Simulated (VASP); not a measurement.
# MgB2 (P6/mmm) in VASP: further runs

Runs on MgB2. Level: PBE. Tasks: single point.

All numbers are computed with VASP 6.6.1; they aren't measurements. Logs are shortened: lines on timing, memory, paths and dates and some standing lists are left out, and cuts for length are marked.

## 1. The cell of the first run

The structure is hexagonal, space group P6/mmm (No. 191). Conventional cell: a = 3.095 Å, b = 3.095 Å, c = 3.546 Å, α = 90.00°, β = 90.00°, γ = 120.00°. Within 3.3 Å of Mg (site symmetry 6/mmm) lie 12 B at 2.52 Å and 6 Mg at 3.09 Å. Within 2.4 Å of B (site symmetry -6m2) lie 3 B at 1.79 Å.

## 2. Single point, PBE (volume scaled by 1.020)

Input file INCAR:

```
ALGO = Normal
EDIFF = 1E-6
ENCUT = 520
GGA = PE
ISIF = 2
ISMEAR = 0
LASPH = T
LCHARG = T
LELF = T
LREAL = F
LVHAR = T
LWAVE = F
NBANDS = 11
NELM = 60
PREC = Accurate
SIGMA = 0.05
```

Input file KPOINTS:

```
k-points
0
Gamma
  12 12 10
```

Input file POSCAR:

```
MgB2
1.0
    3.0946431169      0.0000000000      0.0000000000
   -1.5473215585      2.6800395549      0.0000000000
    0.0000000000      0.0000000000      3.5459102094
Mg B
1 2
Direct
    0.0000000000      0.0000000000      0.0000000000
    0.3333333333      0.6666666667      0.5000000000
    0.6666666667      0.3333333333      0.5000000000
```

Potentials or basis: VASP PAW PBE potentials, release 64 (Mg, B).

Run with:

```
$ cat potpaw_PBE.64/Mg/POTCAR potpaw_PBE.64/B/POTCAR > POTCAR
$ mpirun -np 1 vasp_std > vasp.out
```

OUTCAR:

```text
EDIFF = 1E-6
   ENCUT = 520
   GGA = PE
   ISIF = 2
   ISMEAR = 0
   LASPH = T
   LREAL = F
   NELM = 60
   PREC = Accurate

 ion  position               nearest neighbor table
   1  0.000  0.000  0.000-   2 2.52   3 2.52   2 2.52   3 2.52   3 2.52   3 2.52   2 2.52   2 2.52
                             3 2.52   3 2.52   2 2.52   2 2.52
   2  0.333  0.667  0.500-   3 1.79   3 1.79   3 1.79   1 2.52   1 2.52   1 2.52   1 2.52   1 2.52
                             1 2.52
   3  0.667  0.333  0.500-   2 1.79   2 1.79   2 1.79   1 2.52   1 2.52   1 2.52   1 2.52   1 2.52
                             1 2.52

  LATTYP: Found a hexagonal cell.
 ALAT       =     3.0946431169
 C/A-ratio  =     1.1458220142

  Lattice vectors:

 A1 = (   3.0946431169,   0.0000000000,   0.0000000000)
 A2 = (  -1.5473215585,   2.6800395549,   0.0000000000)
 A3 = (   0.0000000000,   0.0000000000,   3.5459102094)

Analysis of symmetry for initial positions (statically):
=====================================================================
 Subroutine PRICEL returns:
 Original cell was already a primitive cell.

 Routine SETGRP: Setting up the symmetry group for a
 hexagonal supercell.

 Subroutine GETGRP returns: Found 24 space group operations
 (whereof 24 operations were pure point group operations)
 out of a pool of 24 trial point group operations.

The static configuration has the point symmetry D_6h.

Analysis of symmetry for dynamics (positions and initial velocities):
=====================================================================
 Subroutine PRICEL returns:
 Original cell was already a primitive cell.

 Routine SETGRP: Setting up the symmetry group for a
 hexagonal supercell.

 Subroutine GETGRP returns: Found 24 space group operations
 (whereof 24 operations were pure point group operations)
 out of a pool of 24 trial point group operations.

The dynamic configuration has the point symmetry D_6h.

 Subroutine INISYM returns: Found 24 space group operations
 (whereof 24 operations are pure point group operations),
 and found     1 'primitive' translations

----------------------------------------------------------------------------------------

                                     Primitive cell

  volume of cell :      29.4089

  direct lattice vectors                    reciprocal lattice vectors
     3.094643117  0.000000000  0.000000000     0.323139038  0.186564411  0.000000000
    -1.547321558  2.680039555  0.000000000     0.000000000  0.373128821  0.000000000
     0.000000000  0.000000000  3.545910209     0.000000000  0.000000000  0.282015037

  length of vectors
     3.094643117  3.094643117  3.545910209     0.373128821  0.373128821  0.282015037

  position of ions in fractional coordinates (direct lattice)
     0.000000000  0.000000000  0.000000000
     0.333333333  0.666666667  0.500000000
     0.666666667  0.333333333  0.500000000

  ion indices of the primitive-cell ions
   primitive index   ion index
                 1           1
                 2           2
                 3           3

----------------------------------------------------------------------------------------

 KPOINTS: k-points

Automatic generation of k-mesh.
 Grid dimensions read from file:
 generate k-points for:   12   12   10

 Generating k-lattice:

  Cartesian coordinates                     Fractional coordinates (reciprocal lattice)
     0.026928253  0.015547034  0.000000000     0.083333333  0.000000000  0.000000000
     0.000000000  0.031094068  0.000000000     0.000000000  0.083333333  0.000000000
     0.000000000  0.000000000  0.028201504     0.000000000  0.000000000  0.100000000

  Length of vectors
     0.031094068  0.031094068  0.028201504

  Shift w.r.t. Gamma in fractional coordinates (k-lattice)
     0.000000000  0.000000000  0.000000000

 Subroutine IBZKPT returns following result:
 ===========================================

 Found    114 irreducible k-points:

 Following reciprocal coordinates:
            Coordinates               Weight
  0.000000  0.000000  0.000000      1.000000
  0.083333 -0.000000  0.000000      6.000000
  0.166667 -0.000000  0.000000      6.000000
  0.250000 -0.000000  0.000000      6.000000
  0.333333 -0.000000  0.000000      6.000000
  0.416667 -0.000000  0.000000      6.000000
[... 16 lines left out ...]
  0.250000 -0.000000  0.100000     12.000000
  0.333333 -0.000000  0.100000     12.000000
 [... further k-points ...]
   k-points           NKPTS =    114   k-points in BZ     NKDIM =    114   number of bands    NBANDS=     11
   number of dos      NEDOS =    301   number of ions     NIONS =      3
   total plane-waves  NPLWV =  16128
   dimension x,y,z NGX =    24 NGY =   24 NGZ =   28
   dimension x,y,z NGXF=    48 NGYF=   48 NGZF=   56
   ions per type =               1   2
   NGX,Y,Z   is equivalent  to a cutoff of  12.89, 12.89, 13.13 a.u.
   NGXF,Y,Z  is equivalent  to a cutoff of  25.79, 25.79, 26.25 a.u.
 SYSTEM =  unknown system
   PREC   = accura    normal or accurate (medium, high low for compatibility)
   ISTART =      0    job   : 0-new  1-cont  2-samecut
   ICHARG =      2    charge: 1-file 2-atom 10-const
   ISPIN  =      1    spin polarized calculation?
   LNONCOLLINEAR =      F non collinear calculations
   LSORBIT =      F    spin-orbit coupling
   LASPH  =      T    aspherical Exc in radial PAW
   ENCUT  =  520.0 eV  38.22 Ry    6.18 a.u.   5.75  5.75  6.59*2*pi/ulx,y,z
   NELM   =     60;   NELMIN=  2; NELMDL= -5     # of ELM steps
   EDIFF  = 0.1E-05   stopping-criterion for ELM
   LREAL  =      F    real-space projection
   EDIFFG = 0.1E-04   stopping-criterion for IOM
   NSW    =      0    number of steps for IOM
   IBRION =     -1    ionic relax: 0-MD 1-quasi-New 2-CG
   NFREE  =      0    steps in history (QN), initial steepest desc. (CG)
   ISIF   =      2    stress and relaxation
   ISYM   =      2    0-nonsym 1-usesym 2-fastsym
   POTIM  = 0.5000    time-step for ionic-motion
   TEBEG  =    0.0;   TEEND  =   0.0 temperature during run
   PSTRESS=    0.0 pullay stress
   NELECT =       8.0000    total number of electrons
   NUPDOWN=      -1.0000    fix difference up-down
   EMIN   =  10.00;   EMAX   =-10.00  energy-range for DOS
   EFERMI =   0.00;   METHOD = LEGACY
   ISMEAR =     0;   SIGMA  =   0.05  broadening in eV -4-tet -1-fermi 0-gaus
   EFERMI_NEDOS =   21; number of points for ismear=-14 and -15
   IALGO  =     38    algorithm
   IMIX   =      4    mixing-type and parameters
     AMIX     =   0.40;   BMIX     =  1.00
     AMIX_MAG =   1.60;   BMIX_MAG =  1.00
  volume/ion in A,a.u.               =       9.80        66.15
  Fermi-wavevector in a.u.,A,eV,Ry     =   1.060747  2.004520 15.309049  1.125183
  Thomas-Fermi vector in A             =   2.196138
   LORBIT       =      0    0 simple, 1 ext, 2 COOP (PROOUT), +10 PAW based schemes
   GGA     = PE    functional components
   LHFCALC =     F    Hartree Fock is set to
   AEXX    =    0.0000 exact exchange contribution
   IVDW    =     0    specifies the selected vdW correction
   LEPSILON=     F    determine dielectric tensor
   LRPA    =     F    only Hartree local field effects (RPA)
 non-spin polarized calculation
 Gauss-broadening in eV      SIGMA  =   0.05
  energy-cutoff  :      520.00
  volume of cell :       29.41
 maximum number of plane-waves:       806
 NGX is ok and might be reduce to    24
   NGX = 11   NGY = 11   NGZ = 13

 number of electron       8.0000000 magnetization

 Free energy of the ion-electron system (eV)
  ---------------------------------------------------
  ext. energy  EPLUGINS =         0.00000000
  ---------------------------------------------------
  free energy    TOTEN  =       -15.31553384 eV

  energy without entropy =      -15.31509534  energy(sigma->0) =      -15.31531459

 E-fermi :   5.1223     XC(G=0): -10.8620

 val. band max:        5.1167340825   @ k =   0.2500   0.2500   0.5000
 cond. band min:       5.1817093072   @ k =   0.0833  -0.0000   0.3000
 fundamental gap:      0.0649752247
 Fermi energy:         5.1222514918

 k-point     1 :       0.0000    0.0000    0.0000
  band No.  band energies     occupation
      1      -7.1740      2.00000
      2       2.2269      2.00000
      3       5.5271      0.00000
      4       5.5271      0.00000
      5       6.7432      0.00000
      6      11.4419      0.00000
      7      11.4419      0.00000
      8      13.1564      0.00000
      9      15.0039      0.00000
     10      17.7258      0.00000
     11      21.1928      0.00000

 k-point     2 :       0.0833   -0.0000    0.0000
  band No.  band energies     occupation
      1      -7.0543      2.00000
      2       2.3441      2.00000
      3       4.9182      2.00000
      4       5.2459      0.00047
      5       6.8525      0.00000
      6      11.3452      0.00000
      7      11.9642      0.00000
      8      13.4322      0.00000
      9      14.5807      0.00000
     10      18.3287      0.00000
     11      20.5911      0.00000

 k-point     3 :       0.1667   -0.0000    0.0000
  band No.  band energies     occupation
      1      -6.6964      2.00000
      2       2.6932      2.00000
      3       3.4974      2.00000
      4       4.6268      2.00000
      5       7.1871      0.00000
      6      10.9381      0.00000
      7      13.2961      0.00000
      8      13.4498      0.00000
      9      14.0944      0.00000
     10      19.5564      0.00000
     11      19.8371      0.00000

 k-point     4 :       0.2500   -0.0000    0.0000
  band No.  band energies     occupation
      1      -6.1047      2.00000
      2       1.8047      2.00000
      3       3.2639      2.00000
      4       3.9786      2.00000
      5       7.7220      0.00000
      6      10.4402      0.00000
      7      11.9198      0.00000
      8      14.3386      0.00000
      9      15.0845      0.00000
     10      18.9398      0.00000
     11      19.1711      0.00000

 k-point     5 :       0.3333   -0.0000    0.0000
  band No.  band energies     occupation
      1      -5.2875      2.00000
      2       0.1060      2.00000
      3       3.4574      2.00000
      4       4.0263      2.00000
      5       8.3783      0.00000
      6      10.0868      0.00000
      7      10.3037      0.00000
      8      13.7047      0.00000
      9      17.0352      0.00000
     10      18.1672      0.00000
     11      19.4282      0.00000
[... 211 lines left out ...]
 k-point    21 :       0.0833   -0.0000    0.1000
  band No.  band energies     occupation
      1      -6.9709      2.00000
      2       1.6854      2.00000
      3       4.9552      2.00000
      4       5.2772      0.00001
      5       7.7071      0.00000
      6      11.3864      0.00000
      7      11.9942      0.00000
      8      13.2929      0.00000
      9      14.6502      0.00000
     10      18.3956      0.00000
     11      19.9029      0.00000

 k-point    22 :       0.1667   -0.0000    0.1000
  band No.  band energies     occupation
      1      -6.6145      2.00000
      2       2.0413      2.00000
      3       3.5444      2.00000
      4       4.6562      2.00000
      5       8.0213      0.00000
      6      10.9969      0.00000
      7      12.8293      0.00000
      8      13.3284      0.00000
      9      14.6128      0.00000
     10      18.8793      0.00000
     11      19.1176      0.00000

 k-point    23 :       0.2500   -0.0000    0.1000
  band No.  band energies     occupation
      1      -6.0251      2.00000
      2       1.8509      2.00000
      3       2.6345      2.00000
      4       4.0063      2.00000
      5       8.5062      0.00000
      6      10.4921      0.00000
      7      11.4083      0.00000
      8      14.8836      0.00000
      9      15.1172      0.00000
     10      18.2328      0.00000
     11      18.3998      0.00000

 k-point    24 :       0.3333   -0.0000    0.1000
  band No.  band energies     occupation
      1      -5.2112      2.00000
      2       0.1626      2.00000
      3       3.4152      2.00000
      4       3.4839      2.00000
      5       8.8962      0.00000
      6       9.7649      0.00000
      7      10.4167      0.00000
      8      14.3500      0.00000
      9      16.9804      0.00000
     10      17.7819      0.00000
     11      18.0139      0.00000

 [... further k-points ...]

------------------------ aborting loop because EDIFF is reached ----------------------------------------

  FORCE on cell =-STRESS in cart. coord.  units (eV):
  Direction    XX          YY          ZZ          XY          YZ          ZX
  --------------------------------------------------------------------------------------
  -------------------------------------------------------------------------------------
  Total       -0.5419470     -0.5419470     -0.5800172      0.0000000     -0.0000000      0.0000000
  in kB      -29.5248606    -29.5248606    -31.5988990      0.0000000     -0.0000000      0.0000000
  external PRESSURE =     -30.2162067 kB  Pullay stress =       0.0000000 kB

 VOLUME and BASIS-vectors are now :
 -----------------------------------------------------------------------------
  energy-cutoff  :      520.00
  volume of cell :       29.41
      direct lattice vectors                 reciprocal lattice vectors
     3.094643117  0.000000000  0.000000000     0.323139038  0.186564411  0.000000000
    -1.547321558  2.680039555  0.000000000     0.000000000  0.373128821  0.000000000
     0.000000000  0.000000000  3.545910209     0.000000000  0.000000000  0.282015037

 POSITION                                       TOTAL-FORCE (eV/Angst)
 -----------------------------------------------------------------------------------
      0.00000      0.00000      0.00000         0.000000      0.000000      0.000000
     -0.00000      1.78669      1.77296        -0.000000     -0.000000      0.000000
      1.54732      0.89335      1.77296         0.000000      0.000000     -0.000000
 -----------------------------------------------------------------------------------
    total drift:                                0.000000     -0.000000      0.000000

  FREE ENERGIE OF THE ION-ELECTRON SYSTEM (eV)
  ---------------------------------------------------
  free  energy   TOTEN  =       -15.3155338430 eV

  energy  without entropy=      -15.3150953425  energy(sigma->0) =      -15.31531459
```

Run time: 44 s. Hardware: 1 thread of Intel Xeon 8259CL, shared host; peak memory 0.17 GiB.

Results:

| Quantity | Value |
| --- | --- |
| Free energy | -15.3155 eV |
| Pressure | -3.0 GPa |
| Band gap on the k mesh | zero (band 4 reaches 6.94 eV, above the bottom of band 5 at 3.20 eV) |

## 3. Single point, PBE (volume scaled by 1.040)

Input file INCAR:

```
SYSTEM = MgB2
PREC = Accurate
ENCUT = 520
EDIFF = 1E-6
ISMEAR = 0
SIGMA = 0.05
LREAL = .False.
LASPH = .True.
NELM = 60
ALGO = Normal
ISIF = 2
LWAVE = .False.
LCHARG = .False.
GGA = PE
NBANDS = 11
```

Input file KPOINTS:

```
Automatic mesh
0
Gamma
  12 12 10
  0 0 0
```

Input file POSCAR:

```
MgB2
1.0
    3.1107817562      0.0000000000      0.0000000000
   -1.5553908781      2.6940160265      0.0000000000
    0.0000000000      0.0000000000      3.5780216111
Mg B
1 2
Direct
    0.0000000000      0.0000000000      0.0000000000
    0.3333333333      0.6666666667      0.5000000000
    0.6666666667      0.3333333333      0.5000000000
```

Potentials or basis: VASP PAW PBE potentials, release 64 (Mg, B).

Run with:

```
$ cat potpaw_PBE.64/Mg/POTCAR potpaw_PBE.64/B/POTCAR > POTCAR
$ mpirun -np 1 vasp_std > vasp.out
```

Run time: 43 s. Hardware: 1 thread of Intel Xeon 8259CL, shared host; peak memory 0.17 GiB.

The run converged. Its results:

```
Free energy            : -15.3002 eV
Pressure               : -5.5 GPa
Band gap on the k mesh : zero (band 4 reaches 6.77 eV, above the bottom of band 5 at 3.10 eV)
```

Stress tensor (GPa, compression positive):
```
-5.46  0.00  0.00
 0.00 -5.46  0.00
 0.00  0.00 -5.66
```

Levels at points of the mesh, in eV from the Fermi level:
| k point | band 1 | band 2 | band 3 | band 4 | band 5 | band 6 | band 7 | band 8 | band 9 |
| --- | --- | --- | --- | --- | --- | --- | --- | --- | --- |
| (0.00, 0.00, 0.00) | -12.19 | -2.90 | 0.40 | 0.40 | 1.50 | 6.27 | 6.27 | 7.88 | 9.73 |
| (0.50, 0.00, 0.00) | -8.39 | -7.65 | -2.08 | 0.22 | 3.00 | 3.88 | 5.12 | 6.77 | 12.25 |
| (0.00, 0.00, 0.50) | -10.99 | -7.24 | 0.75 | 0.75 | 6.60 | 6.60 | 7.87 | 9.49 | 9.55 |
| (0.50, 0.00, 0.50) | -7.47 | -6.78 | -3.43 | -1.80 | -1.22 | 5.57 | 8.55 | 8.78 | 12.57 |
